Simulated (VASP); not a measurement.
# BP (F-43m) in VASP: notebook

Runs on BP. Level: PBE. Tasks: single point.

Program: VASP 6.6.1. These are calculated values, not measurements. Logs are shortened: lines on timing, memory, paths and dates and some standing lists are left out, and cuts for length are marked.

## (1) The cell of the first run

The structure is cubic, space group F-43m (No. 216). The conventional cell has a = 4.480 Å, b = 4.480 Å, c = 4.480 Å, α = 90.00°, β = 90.00°, γ = 90.00°. Within 2.6 Å of B (site symmetry -43m) lie 4 P at 1.94 Å. Within 2.6 Å of P (site symmetry -43m) lie 4 B at 1.94 Å.

## (2) Single point, PBE (strain -0.015 along x and y, -0.015 along z)

INCAR

```
SYSTEM = BP
ALGO = Normal
EDIFF = 1E-6
ENCUT = 520
GGA = PE
ISIF = 2
ISMEAR = 0
LASPH = .TRUE.
LCHARG = .FALSE.
LREAL = .FALSE.
LWAVE = .FALSE.
NBANDS = 11
NELM = 100
PREC = Accurate
SIGMA = 0.05
```

KPOINTS

```
k-points
0
G
  10 10 10
  0 0 0
```

POSCAR

```
BP
1.0
    0.0000000000      2.2400395891      2.2400395891
    2.2400395891      0.0000000000      2.2400395891
    2.2400395891      2.2400395891      0.0000000000
B P
1 1
Direct
    0.0000000000      0.0000000000      0.0000000000
    0.7500000000      0.7500000000      0.7500000000
```

Potentials or basis: VASP PAW PBE potentials, release 64 (B, P).

Run with:

```bash
cat potpaw_PBE.64/B/POTCAR potpaw_PBE.64/P/POTCAR > POTCAR
mpirun -np 1 vasp_std > vasp.out
```

OUTCAR:

```text
SYSTEM = BP
   EDIFF = 1E-6
   ENCUT = 520
   GGA = PE
   ISIF = 2
   ISMEAR = 0
   LASPH = .TRUE.
   LREAL = .FALSE.
   NELM = 100
   PREC = Accurate

 ion  position               nearest neighbor table
   1  0.000  0.000  0.000-   2 1.94   2 1.94   2 1.94   2 1.94
   2  0.750  0.750  0.750-   1 1.94   1 1.94   1 1.94   1 1.94

  LATTYP: Found a face centered cubic cell.
 ALAT       =     4.4800791782

  Lattice vectors:

 A1 = (   0.0000000000,   2.2400395891,   2.2400395891)
 A2 = (   2.2400395891,   0.0000000000,   2.2400395891)
 A3 = (   2.2400395891,   2.2400395891,   0.0000000000)

Analysis of symmetry for initial positions (statically):
=====================================================================
 Subroutine PRICEL returns:
 Original cell was already a primitive cell.

 Routine SETGRP: Setting up the symmetry group for a
 face centered cubic supercell.

 Subroutine GETGRP returns: Found 24 space group operations
 (whereof 24 operations were pure point group operations)
 out of a pool of 48 trial point group operations.

The static configuration has the point symmetry T_d .

Analysis of symmetry for dynamics (positions and initial velocities):
=====================================================================
 Subroutine PRICEL returns:
 Original cell was already a primitive cell.

 Routine SETGRP: Setting up the symmetry group for a
 face centered cubic supercell.

 Subroutine GETGRP returns: Found 24 space group operations
 (whereof 24 operations were pure point group operations)
 out of a pool of 48 trial point group operations.

The dynamic configuration has the point symmetry T_d .

 Subroutine INISYM returns: Found 24 space group operations
 (whereof 24 operations are pure point group operations),
 and found     1 'primitive' translations

----------------------------------------------------------------------------------------

                                     Primitive cell

  volume of cell :      22.4800

  direct lattice vectors                    reciprocal lattice vectors
     0.000000000  2.240039589  2.240039589    -0.223210341  0.223210341  0.223210341
     2.240039589  0.000000000  2.240039589     0.223210341 -0.223210341  0.223210341
     2.240039589  2.240039589  0.000000000     0.223210341  0.223210341 -0.223210341

  length of vectors
     3.167894367  3.167894367  3.167894367     0.386611651  0.386611651  0.386611651

  position of ions in fractional coordinates (direct lattice)
     0.000000000  0.000000000  0.000000000
     0.750000000  0.750000000  0.750000000

  ion indices of the primitive-cell ions
   primitive index   ion index
                 1           1
                 2           2

----------------------------------------------------------------------------------------

 KPOINTS: k-points

Automatic generation of k-mesh.
 Grid dimensions read from file:
 generate k-points for:   10   10   10

 Generating k-lattice:

  Cartesian coordinates                     Fractional coordinates (reciprocal lattice)
    -0.022321034  0.022321034  0.022321034     0.100000000  0.000000000  0.000000000
     0.022321034 -0.022321034  0.022321034     0.000000000  0.100000000  0.000000000
     0.022321034  0.022321034 -0.022321034     0.000000000  0.000000000  0.100000000

  Length of vectors
     0.038661165  0.038661165  0.038661165

  Shift w.r.t. Gamma in fractional coordinates (k-lattice)
     0.000000000  0.000000000  0.000000000

 Subroutine IBZKPT returns following result:
 ===========================================

 Found     47 irreducible k-points:

 Following reciprocal coordinates:
            Coordinates               Weight
  0.000000  0.000000  0.000000      1.000000
  0.100000  0.000000  0.000000      8.000000
  0.200000  0.000000  0.000000      8.000000
  0.300000  0.000000  0.000000      8.000000
  0.400000  0.000000  0.000000      8.000000
  0.500000  0.000000  0.000000      4.000000
[... 16 lines left out ...]
  0.300000  0.300000  0.000000      6.000000
  0.400000  0.300000  0.000000     24.000000
 [... further k-points ...]
   k-points           NKPTS =     47   k-points in BZ     NKDIM =     47   number of bands    NBANDS=     11
   number of dos      NEDOS =    301   number of ions     NIONS =      2
   total plane-waves  NPLWV =  13824
   dimension x,y,z NGX =    24 NGY =   24 NGZ =   24
   dimension x,y,z NGXF=    48 NGYF=   48 NGZF=   48
   ions per type =               1   1
   NGX,Y,Z   is equivalent  to a cutoff of  12.59, 12.59, 12.59 a.u.
   NGXF,Y,Z  is equivalent  to a cutoff of  25.19, 25.19, 25.19 a.u.
 SYSTEM =  BP
   PREC   = accura    normal or accurate (medium, high low for compatibility)
   ISTART =      0    job   : 0-new  1-cont  2-samecut
   ICHARG =      2    charge: 1-file 2-atom 10-const
   ISPIN  =      1    spin polarized calculation?
   LNONCOLLINEAR =      F non collinear calculations
   LSORBIT =      F    spin-orbit coupling
   LASPH  =      T    aspherical Exc in radial PAW
   ENCUT  =  520.0 eV  38.22 Ry    6.18 a.u.   5.89  5.89  5.89*2*pi/ulx,y,z
   NELM   =    100;   NELMIN=  2; NELMDL= -5     # of ELM steps
   EDIFF  = 0.1E-05   stopping-criterion for ELM
   LREAL  =      F    real-space projection
   EDIFFG = 0.1E-04   stopping-criterion for IOM
   NSW    =      0    number of steps for IOM
   IBRION =     -1    ionic relax: 0-MD 1-quasi-New 2-CG
   NFREE  =      0    steps in history (QN), initial steepest desc. (CG)
   ISIF   =      2    stress and relaxation
   ISYM   =      2    0-nonsym 1-usesym 2-fastsym
   POTIM  = 0.5000    time-step for ionic-motion
   TEBEG  =    0.0;   TEEND  =   0.0 temperature during run
   PSTRESS=    0.0 pullay stress
   NELECT =       8.0000    total number of electrons
   NUPDOWN=      -1.0000    fix difference up-down
   EMIN   =  10.00;   EMAX   =-10.00  energy-range for DOS
   EFERMI =   0.00;   METHOD = LEGACY
   ISMEAR =     0;   SIGMA  =   0.05  broadening in eV -4-tet -1-fermi 0-gaus
   EFERMI_NEDOS =   21; number of points for ismear=-14 and -15
   IALGO  =     38    algorithm
   IMIX   =      4    mixing-type and parameters
     AMIX     =   0.40;   BMIX     =  1.00
     AMIX_MAG =   1.60;   BMIX_MAG =  1.00
  volume/ion in A,a.u.               =      11.24        75.85
  Fermi-wavevector in a.u.,A,eV,Ry     =   1.160128  2.192323 18.312031  1.345896
  Thomas-Fermi vector in A             =   2.296713
   LORBIT       =      0    0 simple, 1 ext, 2 COOP (PROOUT), +10 PAW based schemes
   GGA     = PE    functional components
   LHFCALC =     F    Hartree Fock is set to
   AEXX    =    0.0000 exact exchange contribution
   IVDW    =     0    specifies the selected vdW correction
   LEPSILON=     F    determine dielectric tensor
   LRPA    =     F    only Hartree local field effects (RPA)
 non-spin polarized calculation
 Gauss-broadening in eV      SIGMA  =   0.05
  energy-cutoff  :      520.00
  volume of cell :       22.48
 maximum number of plane-waves:       620
   NGX = 11   NGY = 11   NGZ = 11

 number of electron       8.0000001 magnetization

 Free energy of the ion-electron system (eV)
  ---------------------------------------------------
  ext. energy  EPLUGINS =         0.00000000
  ---------------------------------------------------
  free energy    TOTEN  =       -12.90679348 eV

  energy without entropy =      -12.90679348  energy(sigma->0) =      -12.90679348

 E-fermi :   8.0902     XC(G=0): -11.0739

 val. band max:        7.8946930574   @ k =   0.0000   0.0000   0.0000
 cond. band min:       9.0807019915   @ k =   0.4000   0.4000   0.0000
 fundamental gap:      1.1860089342
 Fermi energy:         8.0902281173

 k-point     1 :       0.0000    0.0000    0.0000
  band No.  band energies     occupation
      1      -7.9136      2.00000
      2       7.8947      2.00000
      3       7.8947      2.00000
      4       7.8947      2.00000
      5      11.3552      0.00000
      6      11.3552      0.00000
      7      11.3552      0.00000
      8      15.8629      0.00000
      9      19.6744      0.00000
     10      20.1351      0.00000
     11      20.1351      0.00000

 k-point     2 :       0.1000    0.0000    0.0000
  band No.  band energies     occupation
      1      -7.7276      2.00000
      2       6.5648      2.00000
      3       7.5900      2.00000
      4       7.5900      2.00000
      5      11.7774      0.00000
      6      11.7774      0.00000
      7      11.8298      0.00000
      8      16.3427      0.00000
      9      19.4258      0.00000
     10      19.4258      0.00000
     11      20.2648      0.00000

 k-point     3 :       0.2000    0.0000    0.0000
  band No.  band energies     occupation
      1      -7.1763      2.00000
      2       4.1654      2.00000
      3       7.0149      2.00000
      4       7.0149      2.00000
      5      12.0947      0.00000
      6      12.5116      0.00000
      7      12.5116      0.00000
      8      17.3975      0.00000
      9      18.8102      0.00000
     10      18.8102      0.00000
     11      21.1414      0.00000

 k-point     4 :       0.3000    0.0000    0.0000
  band No.  band energies     occupation
      1      -6.2883      2.00000
      2       1.7389      2.00000
      3       6.5140      2.00000
      4       6.5140      2.00000
      5      12.0426      0.00000
      6      12.8204      0.00000
      7      12.8204      0.00000
      8      18.1407      0.00000
      9      19.4306      0.00000
     10      19.4306      0.00000
     11      21.4687      0.00000
[... 239 lines left out ...]
 k-point    22 :      -0.2000    0.2000    0.0000
  band No.  band energies     occupation
      1      -5.9870      2.00000
      2       2.5534      2.00000
      3       3.5723      2.00000
      4       6.6197      2.00000
      5      12.4636      0.00000
      6      13.3147      0.00000
      7      14.4526      0.00000
      8      16.5065      0.00000
      9      17.4282      0.00000
     10      21.8047      0.00000
     11      24.2207      0.00000

 k-point    23 :       0.3000    0.3000    0.0000
  band No.  band energies     occupation
      1      -5.7282      2.00000
      2       3.0248      2.00000
      3       4.5613      2.00000
      4       4.5613      2.00000
      5       9.3898      0.00000
      6      11.7847      0.00000
      7      17.0056      0.00000
      8      17.0056      0.00000
      9      21.4676      0.00000
     10      22.4554      0.00000
     11      24.9392      0.00000

 k-point    24 :       0.4000    0.3000    0.0000
  band No.  band energies     occupation
      1      -4.8716      2.00000
      2       1.6511      2.00000
      3       3.7017      2.00000
      4       4.2583      2.00000
      5       9.6759      0.00000
      6      11.5057      0.00000
      7      17.6286      0.00000
      8      17.6618      0.00000
      9      22.3530      0.00000
     10      23.3801      0.00000
     11      25.5189      0.00000

 [... further k-points ...]
[... 5 lines left out ...]
  --------------------------------------------------------------------------------------
  -------------------------------------------------------------------------------------
  Total        1.0862420      1.0862420      1.0862420     -0.0000000      0.0000000      0.0000000
  in kB       77.4176679     77.4176679     77.4176679     -0.0000000      0.0000000      0.0000000
  external PRESSURE =      77.4176679 kB  Pullay stress =       0.0000000 kB

 VOLUME and BASIS-vectors are now :
 -----------------------------------------------------------------------------
  energy-cutoff  :      520.00
  volume of cell :       22.48
      direct lattice vectors                 reciprocal lattice vectors
     0.000000000  2.240039589  2.240039589    -0.223210341  0.223210341  0.223210341
     2.240039589  0.000000000  2.240039589     0.223210341 -0.223210341  0.223210341
     2.240039589  2.240039589  0.000000000     0.223210341  0.223210341 -0.223210341

 POSITION                                       TOTAL-FORCE (eV/Angst)
 -----------------------------------------------------------------------------------
      0.00000      0.00000      0.00000         0.000000     -0.000000      0.000000
      3.36006      3.36006      3.36006         0.000000      0.000000     -0.000000
 -----------------------------------------------------------------------------------
    total drift:                               -0.000000     -0.000000     -0.000000

  FREE ENERGIE OF THE ION-ELECTRON SYSTEM (eV)
  ---------------------------------------------------
  free  energy   TOTEN  =       -12.9067934828 eV

  energy  without entropy=      -12.9067934828  energy(sigma->0) =      -12.90679348
```

It took 4.9 s on 1 thread of AMD EPYC 9R45 (Zen 5), shared host; peak memory 0.1 GiB.

Results:

* Free energy: -12.9068 eV
* Pressure: 7.7 GPa
* Band gap on the k mesh: 1.19 eV, indirect (least direct gap 3.46 eV)

Caveat: the cell differs from its parent crystal (strain -0.015 along x and y, -0.015 along z). A k mesh can miss the band edges.

## (3) Single point, PBE (strain +0.015 along x and y, +0.015 along z)

INCAR

```
SYSTEM = BP
PREC = Accurate
ENCUT = 520
EDIFF = 1E-6
ISMEAR = 0
SIGMA = 0.05
LREAL = .FALSE.
LASPH = .TRUE.
NELM = 100
ALGO = Normal
ISIF = 2
LWAVE = .FALSE.
LCHARG = .TRUE.
GGA = PE
LELF = .TRUE.
LVHAR = .TRUE.
NBANDS = 11
```

KPOINTS

```
Automatic mesh
0
G
  10 10 10
  0 0 0
```

POSCAR

```
BP
1.0
    0.0000000000      2.3082641451      2.3082641451
    2.3082641451      0.0000000000      2.3082641451
    2.3082641451      2.3082641451      0.0000000000
B P
1 1
Direct
    0.0000000000      0.0000000000      0.0000000000
    0.7500000000      0.7500000000      0.7500000000
```

Potentials or basis: VASP PAW PBE potentials, release 64 (B, P).

Run with:

```bash
cat potpaw_PBE.64/B/POTCAR potpaw_PBE.64/P/POTCAR > POTCAR
mpirun -np 1 vasp_std > vasp.out
```

It took 5.5 s on 1 thread of AMD EPYC 9R45 (Zen 5), shared host; peak memory 0.11 GiB.

The run converged. Its results:

```yaml
Free_energy: -12.9070 eV
Pressure: -6.8 GPa
Band_gap_on_the_k_mesh: 1.31 eV, indirect (least direct gap 3.33 eV)
```

Levels at points of the mesh, in eV from the valence-band top:
```
           k point  band 1  band 2  band 3  band 4  band 5  band 6  band 7  band 8  band 9
(0.00, 0.00, 0.00)  -15.01    0.00    0.00    0.00    3.33    3.33    3.33    6.60   11.18
(0.50, 0.00, 0.00)  -11.88   -8.67   -1.69   -1.69    3.48    4.68    4.68    9.95   14.30
(0.50, 0.50, 0.00)  -10.42   -8.32   -3.93   -3.93    1.43    1.71   11.65   11.65   14.63
```

Caveat: the cell differs from its parent crystal (strain +0.015 along x and y, +0.015 along z).
